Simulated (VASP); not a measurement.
# P (Imma) in VASP: notebook

P is run at these levels: r2SCAN; tasks: single point.

All numbers are computed with VASP 6.6.1; they aren't measurements. Logs are shortened: lines on timing, memory, paths and dates and some standing lists are left out, and cuts for length are marked.

### 1 The cell of the first run

The structure is orthorhombic, space group Imma (No. 74). Conventional cell: a = 3.112 Å, b = 4.628 Å, c = 3.718 Å, α = 90.00°, β = 90.00°, γ = 90.00°. P (site symmetry mm2) has 6 P at 2.14 to 2.74 Å within 2.8 Å.

### 2 Single point, r2SCAN (strain -0.080 along x and y, +0.000 along z)

The input, POSCAR:

```
P
1.0
   -1.5561892397      2.3139518343      1.8589441358
    1.5561892397     -2.3139518343      1.8589441358
    1.5561892397      2.3139518343     -1.8589441358
P
2
Direct
    0.8033091100      0.0533091100      0.7500000000
    0.1966908900      0.9466908900      0.2500000000
```

The input, INCAR.step1:

```
SYSTEM = P
  PREC = Accurate
  ENCUT = 520
  ISMEAR = 0
  SIGMA = 0.15
  LREAL = .FALSE.
  LASPH = .TRUE.
  NELM = 80
  NBANDS = 12
  GGA = PE
  ALGO = Normal
  EDIFF = 1E-4
  LWAVE = .TRUE.
  LCHARG = .FALSE.
```

The input, INCAR.step2:

```
SYSTEM = P
  PREC = Accurate
  ENCUT = 520
  EDIFF = 1E-7
  ISMEAR = 0
  SIGMA = 0.15
  LREAL = .FALSE.
  LASPH = .TRUE.
  NELM = 80
  ALGO = Normal
  ISIF = 2
  LWAVE = .FALSE.
  LCHARG = .FALSE.
  METAGGA = R2SCAN
  LMIXTAU = .TRUE.
  NBANDS = 12
  ISTART = 1
```

The input, KPOINTS:

```
Automatic mesh
0
G
  18 18 18
  0 0 0
```

Potentials or basis: VASP PAW PBE potentials, release 64 (P).

Started as:

```console
> cat potpaw_PBE.64/P/POTCAR > POTCAR
> cp INCAR.step1 INCAR
> mpirun -np 1 vasp_std > vasp.out
> cp INCAR.step2 INCAR
> mpirun -np 1 vasp_std > vasp.out
```

OUTCAR:

```text
SYSTEM = P
   PREC = Accurate
   ENCUT = 520
   EDIFF = 1E-7
   ISMEAR = 0
   LREAL = .FALSE.
   LASPH = .TRUE.
   NELM = 80
   ISIF = 2
   METAGGA = R2SCAN
   ISTART = 1

 ion  position               nearest neighbor table
   1  0.803  0.053  0.750-   2 2.14   2 2.14   2 2.35   2 2.35   2 2.74   2 2.74
   2  0.197  0.947  0.250-   1 2.14   1 2.14   1 2.35   1 2.35   1 2.74   1 2.74

  LATTYP: Found a body centered orthorhombic cell.
 ALAT       =     3.1123784794
 B/A-ratio  =     1.1945488944
 C/A-ratio  =     1.4869347347

  Lattice vectors:

 A1 = (   1.5561892397,  -2.3139518343,  -1.8589441358)
 A2 = (  -1.5561892397,  -2.3139518343,   1.8589441358)
 A3 = (  -1.5561892397,   2.3139518343,  -1.8589441358)

Analysis of symmetry for initial positions (statically):
=====================================================================
 Subroutine PRICEL returns:
 Original cell was already a primitive cell.

 Routine SETGRP: Setting up the symmetry group for a
 body centered orthorhombic supercell.

 Subroutine GETGRP returns: Found  8 space group operations
 (whereof  4 operations were pure point group operations)
 out of a pool of  8 trial point group operations.

The static configuration has the point symmetry C_2h.
 The point group associated with its full space group is D_2h.

Analysis of symmetry for dynamics (positions and initial velocities):
=====================================================================
 Subroutine PRICEL returns:
 Original cell was already a primitive cell.

 Routine SETGRP: Setting up the symmetry group for a
 body centered orthorhombic supercell.

 Subroutine GETGRP returns: Found  8 space group operations
 (whereof  4 operations were pure point group operations)
 out of a pool of  8 trial point group operations.

The dynamic configuration has the point symmetry C_2h.
 The point group associated with its full space group is D_2h.

 Subroutine INISYM returns: Found  8 space group operations
 (whereof  4 operations are pure point group operations),
 and found     1 'primitive' translations

----------------------------------------------------------------------------------------

                                     Primitive cell

  volume of cell :      26.7758

  direct lattice vectors                    reciprocal lattice vectors
    -1.556189240  2.313951834  1.858944136     0.000000000  0.216080556  0.268969890
     1.556189240 -2.313951834  1.858944136     0.321297685  0.000000000  0.268969890
     1.556189240  2.313951834 -1.858944136     0.321297685  0.216080556  0.000000000

  length of vectors
     3.351383497  3.351383497  3.351383497     0.345015375  0.419019098  0.387198927

  position of ions in fractional coordinates (direct lattice)
     0.803309110  0.053309110  0.750000000
     0.196690890  0.946690890  0.250000000

  ion indices of the primitive-cell ions
   primitive index   ion index
                 1           1
                 2           2

----------------------------------------------------------------------------------------

 KPOINTS: Automatic mesh

Automatic generation of k-mesh.
 Grid dimensions read from file:
 generate k-points for:   18   18   18

 Generating k-lattice:

  Cartesian coordinates                     Fractional coordinates (reciprocal lattice)
     0.000000000  0.012004475  0.014942772     0.055555556 -0.000000000  0.000000000
     0.017849871  0.000000000  0.014942772     0.000000000  0.055555556  0.000000000
     0.017849871  0.012004475  0.000000000     0.000000000 -0.000000000  0.055555556

  Length of vectors
     0.019167521  0.023278839  0.021511052

  Shift w.r.t. Gamma in fractional coordinates (k-lattice)
     0.000000000  0.000000000  0.000000000

 Subroutine IBZKPT returns following result:
 ===========================================

 Found    865 irreducible k-points:

 Following reciprocal coordinates:
            Coordinates               Weight
  0.000000  0.000000  0.000000      1.000000
  0.055556  0.000000  0.000000      4.000000
  0.111111  0.000000  0.000000      4.000000
  0.166667  0.000000 -0.000000      4.000000
  0.222222  0.000000  0.000000      4.000000
  0.277778 -0.000000  0.000000      4.000000
[... 16 lines left out ...]
 -0.333333  0.055556  0.000000      8.000000
 -0.277778  0.055556 -0.000000      8.000000
 [... further k-points ...]
   k-points           NKPTS =    865   k-points in BZ     NKDIM =    865   number of bands    NBANDS=     12
   number of dos      NEDOS =    301   number of ions     NIONS =      2
   total plane-waves  NPLWV =  21952
   dimension x,y,z NGX =    28 NGY =   28 NGZ =   28
   dimension x,y,z NGXF=    56 NGYF=   56 NGZF=   56
   ions per type =               2
   NGX,Y,Z   is equivalent  to a cutoff of  13.89, 13.89, 13.89 a.u.
   NGXF,Y,Z  is equivalent  to a cutoff of  27.78, 27.78, 27.78 a.u.
 SYSTEM =  P
   PREC   = accura    normal or accurate (medium, high low for compatibility)
   ISTART =      1    job   : 0-new  1-cont  2-samecut
   ICHARG =      0    charge: 1-file 2-atom 10-const
   ISPIN  =      1    spin polarized calculation?
   LNONCOLLINEAR =      F non collinear calculations
   LSORBIT =      F    spin-orbit coupling
   LASPH  =      T    aspherical Exc in radial PAW
   ENCUT  =  520.0 eV  38.22 Ry    6.18 a.u.   6.23  6.23  6.23*2*pi/ulx,y,z
   NELM   =     80;   NELMIN=  2; NELMDL=  0     # of ELM steps
   EDIFF  = 0.1E-06   stopping-criterion for ELM
   LREAL  =      F    real-space projection
   EDIFFG = 0.1E-05   stopping-criterion for IOM
   NSW    =      0    number of steps for IOM
   IBRION =     -1    ionic relax: 0-MD 1-quasi-New 2-CG
   NFREE  =      0    steps in history (QN), initial steepest desc. (CG)
   ISIF   =      2    stress and relaxation
   ISYM   =      2    0-nonsym 1-usesym 2-fastsym
   POTIM  = 0.5000    time-step for ionic-motion
   TEBEG  =    0.0;   TEEND  =   0.0 temperature during run
   PSTRESS=    0.0 pullay stress
   NELECT =      10.0000    total number of electrons
   NUPDOWN=      -1.0000    fix difference up-down
   EMIN   =  10.00;   EMAX   =-10.00  energy-range for DOS
   EFERMI =   0.00;   METHOD = LEGACY
   ISMEAR =     0;   SIGMA  =   0.15  broadening in eV -4-tet -1-fermi 0-gaus
   EFERMI_NEDOS =   21; number of points for ismear=-14 and -15
   IALGO  =     38    algorithm
   IMIX   =      4    mixing-type and parameters
     AMIX     =   0.40;   BMIX     =  1.00
     AMIX_MAG =   1.60;   BMIX_MAG =  1.00
  volume/ion in A,a.u.               =      13.39        90.35
  Fermi-wavevector in a.u.,A,eV,Ry     =   1.178946  2.227884 18.910915  1.389913
  Thomas-Fermi vector in A             =   2.315266
   LORBIT       =      0    0 simple, 1 ext, 2 COOP (PROOUT), +10 PAW based schemes
   METAGGA = R2SCAN    functional components
   LHFCALC =     F    Hartree Fock is set to
   AEXX    =    0.0000 exact exchange contribution
   IVDW    =     0    specifies the selected vdW correction
   LEPSILON=     F    determine dielectric tensor
   LRPA    =     F    only Hartree local field effects (RPA)
 non-spin polarized calculation
 Gauss-broadening in eV      SIGMA  =   0.15
  energy-cutoff  :      520.00
  volume of cell :       26.78
 maximum number of plane-waves:       741
 NGX is ok and might be reduce to    28
   NGX = 13   NGY = 13   NGZ = 13

 number of electron      10.0000000 magnetization

 Free energy of the ion-electron system (eV)
  ---------------------------------------------------
  ext. energy  EPLUGINS =         0.00000000
  ---------------------------------------------------
  free energy    TOTEN  =       -17.30905484 eV

  energy without entropy =      -17.30387963  energy(sigma->0) =      -17.30646723

 E-fermi :  11.4039     XC(G=0): -12.2049

 val. band max:       11.3896161672   @ k =   0.0556   0.4444  -0.0000
 cond. band min:      11.4076873310   @ k =   0.3889   0.2778   0.1667
 fundamental gap:      0.0180711638
 Fermi energy:        11.4039284159

 k-point     1 :       0.0000    0.0000    0.0000
  band No.  band energies     occupation
      1      -7.6577      2.00000
      2       7.3028      2.00000
      3       7.9544      2.00000
      4       9.1197      2.00000
      5       9.2983      2.00000
      6      12.4477      0.00000
      7      15.1878      0.00000
      8      15.9192      0.00000
      9      17.0915      0.00000
     10      18.7404      0.00000
     11      19.4452      0.00000
     12      19.4860      0.00000

 k-point     2 :       0.0556    0.0000    0.0000
  band No.  band energies     occupation
      1      -7.6073      2.00000
      2       6.7243      2.00000
      3       7.7885      2.00000
      4       9.0808      2.00000
      5       9.8383      2.00000
      6      12.6979      0.00000
      7      15.1216      0.00000
      8      15.7076      0.00000
      9      17.1850      0.00000
     10      18.0084      0.00000
     11      19.3715      0.00000
     12      19.8374      0.00000

 k-point     3 :       0.1111    0.0000    0.0000
  band No.  band energies     occupation
      1      -7.4566      2.00000
      2       5.4823      2.00000
      3       7.7740      2.00000
      4       8.9734      2.00000
      5      10.4816      2.00000
      6      13.3897      0.00000
      7      14.9198      0.00000
      8      15.1967      0.00000
      9      17.2400      0.00000
     10      17.5289      0.00000
     11      19.1019      0.00000
     12      20.6933      0.00000
[... 286 lines left out ...]
 k-point    23 :      -0.3333    0.0556    0.0000
  band No.  band energies     occupation
      1      -6.1815      2.00000
      2       1.1191      2.00000
      3       7.7387      2.00000
      4       8.6713      2.00000
      5      10.6468      2.00000
      6      13.2848      0.00000
      7      13.6565      0.00000
      8      14.6496      0.00000
      9      18.1351      0.00000
     10      19.2140      0.00000
     11      21.2196      0.00000
     12      24.1660      0.00000

 k-point    24 :      -0.2778    0.0556   -0.0000
  band No.  band energies     occupation
      1      -6.6442      2.00000
      2       2.3404      2.00000
      3       7.7898      2.00000
      4       8.5520      2.00000
      5      10.8633      2.00000
      6      13.6421      0.00000
      7      13.9855      0.00000
      8      14.6287      0.00000
      9      17.6665      0.00000
     10      18.5397      0.00000
     11      20.0134      0.00000
     12      22.8827      0.00000

 [... further k-points ...]

------------------------ aborting loop because EDIFF is reached ----------------------------------------

  FORCE on cell =-STRESS in cart. coord.  units (eV):
  Direction    XX          YY          ZZ          XY          YZ          ZX
  --------------------------------------------------------------------------------------
  -------------------------------------------------------------------------------------
  Total        5.3903898      4.9476316      2.5225200      0.0000000     -0.0000000      0.0000000
  in kB      322.5430622    296.0498764    150.9392340      0.0000000     -0.0000000      0.0000000
  external PRESSURE =     256.5107242 kB  Pullay stress =       0.0000000 kB

 VOLUME and BASIS-vectors are now :
 -----------------------------------------------------------------------------
  energy-cutoff  :      520.00
  volume of cell :       26.78
      direct lattice vectors                 reciprocal lattice vectors
    -1.556189240  2.313951834  1.858944136     0.000000000  0.216080556  0.268969890
     1.556189240 -2.313951834  1.858944136     0.321297685  0.000000000  0.268969890
     1.556189240  2.313951834 -1.858944136     0.321297685  0.216080556  0.000000000

 POSITION                                       TOTAL-FORCE (eV/Angst)
 -----------------------------------------------------------------------------------
      0.00000      3.47093      0.19820         0.000000     -0.000000     -1.243737
      1.55619     -1.15698      1.66075        -0.000000      0.000000      1.243737
 -----------------------------------------------------------------------------------
    total drift:                                0.000000     -0.000000     -0.000000

  FREE ENERGIE OF THE ION-ELECTRON SYSTEM (eV)
  ---------------------------------------------------
  free  energy   TOTEN  =       -17.3090548395 eV

  energy  without entropy=      -17.3038796259  energy(sigma->0) =      -17.30646723
```

Run time: 14 min. Hardware: 1 thread of Intel Xeon Platinum 8559C (Emerald Rapids), shared host; peak memory 0.33 GiB.

Results:

```
Free energy            : -17.3091 eV
Pressure               : 25.7 GPa
Largest force          : 1.244 eV/Å
Band gap on the k mesh : zero (bands 5 and 6 overlap by 1.54 eV)
```

Forces on the atoms (eV/Å):
```
P    0.000  0.000 -1.244
P    0.000  0.000  1.244
```

Levels at points of the mesh, in eV from the Fermi level:
```csv
k point,band 2,band 3,band 4,band 5,band 6,band 7,band 8,band 9
"(0.00, 0.00, 0.00)",-4.10,-3.45,-2.28,-2.11,1.04,3.78,4.52,5.69
"(0.50, 0.00, 0.00)",-13.13,-3.26,-2.22,-1.73,1.20,1.88,3.02,7.90
"(0.00, 0.50, 0.00)",-11.63,-6.62,-6.59,-6.26,-0.27,6.98,8.70,10.25
"(0.50, 0.50, 0.00)",-13.86,-4.68,-4.68,-0.69,-0.69,0.88,0.88,11.29
"(0.50, 0.50, 0.50)",-10.39,-9.26,-7.10,-5.44,-0.02,8.31,10.20,10.98
```

Caveat: the cell differs from its parent crystal (strain -0.080 along x and y, +0.000 along z); the stress differs along the axes, from 15 to 32 GPa; the PAW data sets were made with another functional, which shifts forces and pressure a little.

[end of part 1 of 2]

The gap in the log of VASP goes by the Fermi energy; the results here count the filled bands.